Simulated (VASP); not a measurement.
# AlSi16 (a cell with a defect) in VASP: further runs, part 2 of 2

VASP 6.6.1. The steps go on from the part before.

## (4) Single point, PBEsol, collinear spin, zero start

INCAR reads:

```
SYSTEM = AlSi16
PREC = Accurate
ENCUT = 520
EDIFF = 1E-6
ISMEAR = -1
SIGMA = 0.02
LREAL = Auto
LASPH = .True.
NELM = 150
ALGO = Normal
ISIF = 2
LWAVE = .False.
LCHARG = .False.
ISPIN = 2
MAGMOM = 0 0 0 0 0 0 0 0 0 0 0 0 0 0 0 0 0
LORBIT = 11
GGA = PS
NBANDS = 52
```

KPOINTS reads:

```
regular mesh
0
Gamma
  2 2 2
  0 0 0
```

POSCAR reads:

```
AlSi16
1.0
    0.0000000000      5.4300000000      5.4300000000
    5.4300000000      0.0000000000      5.4300000000
    5.4300000000      5.4300000000      0.0000000000
Si Al
16 1
Direct
    0.0809023941     -0.0553591160      0.0190607735
    0.2800000000      0.0459852670      0.1165930018
    0.0380202578     -0.0204511971      0.4959760589
    0.2050276243     -0.0628176796      0.6945488029
    0.1305893186      0.4304419890     -0.0904972376
    0.3603038674      0.3592541436      0.1270626151
    0.0575506446      0.6321546961      0.2505156538
    0.1688581952      0.6266482505      0.4870349908
    0.6657642726     -0.0074953959     -0.0875874770
    0.7226703499      0.1377900552      0.0825230203
    0.5051473297      0.0201381215      0.4512615101
    0.6758011050      0.1412707182      0.5475690608
    0.6061418048      0.5139134438     -0.1325506446
    0.7479005525      0.6248434622      0.0136095764
    0.5791344383      0.4950460405      0.3552486188
    0.6805524862      0.6544383057      0.4932228361
    0.0139226519      0.3209023941      0.7041068140
```

Potentials or basis: VASP PAW PBE potentials, release 64 (Si, Al).

The run is started by

```bash
cat potpaw_PBE.64/Si/POTCAR potpaw_PBE.64/Al/POTCAR > POTCAR
mpirun -np 1 vasp_std > vasp.out
```

OUTCAR:

```text
SYSTEM = AlSi16
   PREC = Accurate
   ENCUT = 520
   EDIFF = 1E-6
   ISMEAR = -1
   LREAL = Auto
   LASPH = .True.
   NELM = 150
   ISIF = 2
   ISPIN = 2
   LORBIT = 11
   GGA = PS

 ion  position               nearest neighbor table
   1  0.081  0.945  0.019-   7 2.19   4 2.20  10 2.30   2 2.53  17 2.69
   2  0.280  0.046  0.117-   9 2.49   3 2.50   5 2.51   1 2.53   6 2.81
   3  0.038  0.980  0.496-   4 2.26  12 2.32   8 2.40   2 2.50   9 3.05
   4  0.205  0.937  0.695-   1 2.20   3 2.26  11 2.28  17 2.57
   5  0.131  0.430  0.910-  14 2.44   2 2.51   6 2.70   8 2.74  17 2.74
   6  0.360  0.359  0.127-  13 2.25   7 2.37  10 2.38   5 2.70  11 2.76   2 2.81
   7  0.058  0.632  0.251-   1 2.19   8 2.34   6 2.37  16 2.51  17 3.04
   8  0.169  0.627  0.487-   7 2.34   3 2.40  17 2.57  15 2.57   5 2.74
   9  0.666  0.993  0.912-  14 2.34  10 2.38  12 2.41   2 2.49   3 3.05
[... 1038 lines left out ...]
      6.23180      6.37360      7.24900        -1.062622     -0.629775      0.009253
      5.56580      3.89890      1.81810         0.272851      0.075976     -0.011586
 -----------------------------------------------------------------------------------
    total drift:                                0.000663      0.000099     -0.002116

  FREE ENERGIE OF THE ION-ELECTRON SYSTEM (eV)
  ---------------------------------------------------
  free  energy   TOTEN  =       -89.2272706196 eV

  energy  without entropy=      -89.2167919635  energy(sigma->0) =      -89.22203129

 total charge

# of ion       s       p       d       tot
------------------------------------------
    1        0.783   0.946   0.000   1.729
    2        0.797   0.788   0.000   1.585
    3        0.768   0.888   0.000   1.656
    4        0.794   0.926   0.000   1.720
    5        0.799   0.776   0.000   1.575
    6        0.815   0.822   0.000   1.637
[... 9 lines left out ...]
   16        0.784   0.839   0.000   1.623
   17        0.450   0.310   0.000   0.760
--------------------------------------------------
tot         12.947  14.268   0.000  27.215

 magnetization (x)

# of ion       s       p       d       tot
------------------------------------------
    1       -0.000  -0.000   0.000  -0.000
    2        0.000  -0.000   0.000   0.000
    3        0.000   0.000   0.000   0.000
    4       -0.000  -0.000   0.000  -0.000
    5       -0.000  -0.000   0.000  -0.000
    6        0.000   0.000   0.000   0.000
[... 9 lines left out ...]
   16        0.000   0.000   0.000   0.000
   17        0.000   0.000   0.000   0.000
--------------------------------------------------
tot         -0.000   0.000   0.000   0.000
```

Wall time 5.4 min (1 thread of AMD EPYC 9R45 (Zen 5), shared host); peak memory 0.67 GiB.

Results:

| Quantity | Value |
| --- | --- |
| Free energy | -89.2273 eV |
| Pressure | 0.5 GPa |
| Largest force | 2.813 eV/Å |
| Net moment | 0.00 μB per cell |
| Valence electrons inside the program's atomic spheres | Si 1.73, 1.58, 1.66, 1.72, 1.57, 1.64, 1.69, 1.62, 1.67, 1.65, 1.68; Al 0.76 |

Forces in eV/Å, atoms in the order of the input:
```
Si   1.204  1.176  1.622
Si   0.099 -0.796  0.024
Si  -1.421 -0.492  0.015
Si  -0.423 -0.290  0.014
Si  -0.059 -0.235 -0.020
Si   0.418 -1.273 -1.617
Si   0.067  0.732 -2.161
Si   0.179  1.358  0.801
Si   0.405 -0.689 -0.638
Si  -0.540  0.204 -0.147
Si  -0.273  0.576  1.545
Si  -0.029  0.359 -1.011
Si   0.436  0.439  1.591
Si  -1.926 -0.757  0.889
Si   2.653  0.241 -0.904
Si  -1.063 -0.630  0.009
Al   0.273  0.076 -0.012
```

Levels at points of the mesh, in eV from the Fermi level:
Spin up:
| k point | band 30 | band 31 | band 32 | band 33 | band 34 | band 35 | band 36 | band 37 |
| --- | --- | --- | --- | --- | --- | --- | --- | --- |
| (0.00, 0.00, 0.00) | -0.95 | -0.76 | -0.50 | -0.40 | -0.06 | 0.20 | 0.31 | 0.55 |
| (0.50, 0.00, 0.00) | -1.38 | -1.03 | -0.62 | -0.52 | -0.09 | 0.33 | 0.42 | 0.79 |
| (0.00, 0.50, 0.00) | -1.37 | -0.99 | -0.63 | -0.33 | -0.04 | 0.26 | 0.41 | 0.91 |
| (0.00, 0.00, 0.50) | -1.18 | -0.98 | -0.56 | -0.41 | 0.11 | 0.38 | 0.73 | 1.13 |
| (0.50, 0.50, 0.50) | -1.34 | -1.13 | -0.80 | -0.49 | -0.08 | 0.44 | 0.73 | 1.04 |
| (0.50, 0.50, 0.00) | -1.30 | -1.17 | -0.88 | -0.13 | 0.03 | 0.82 | 0.88 | 1.09 |
| (0.00, 0.50, 0.50) | -1.54 | -1.15 | -0.73 | -0.04 | 0.04 | 0.18 | 0.94 | 1.09 |
| (0.50, 0.00, 0.50) | -1.28 | -1.21 | -0.79 | -0.50 | 0.26 | 0.60 | 0.96 | 1.27 |
Spin down:
```tsv
k point	band 30	band 31	band 32	band 33	band 34	band 35	band 36	band 37
(0.00, 0.00, 0.00)	-0.95	-0.76	-0.50	-0.40	-0.06	0.20	0.31	0.55
(0.50, 0.00, 0.00)	-1.38	-1.03	-0.62	-0.52	-0.09	0.33	0.42	0.79
(0.00, 0.50, 0.00)	-1.37	-0.99	-0.63	-0.33	-0.04	0.26	0.41	0.91
(0.00, 0.00, 0.50)	-1.18	-0.98	-0.56	-0.41	0.11	0.38	0.73	1.13
(0.50, 0.50, 0.50)	-1.34	-1.13	-0.80	-0.49	-0.08	0.44	0.73	1.04
(0.50, 0.50, 0.00)	-1.30	-1.17	-0.88	-0.13	0.03	0.82	0.88	1.09
(0.00, 0.50, 0.50)	-1.54	-1.15	-0.73	-0.04	0.04	0.18	0.94	1.09
(0.50, 0.00, 0.50)	-1.28	-1.21	-0.79	-0.50	0.26	0.60	0.96	1.27
```

Caveat: the k points lie up to 0.50 Å⁻¹ apart; the PAW data sets were made with another functional, which shifts forces and pressure a little.
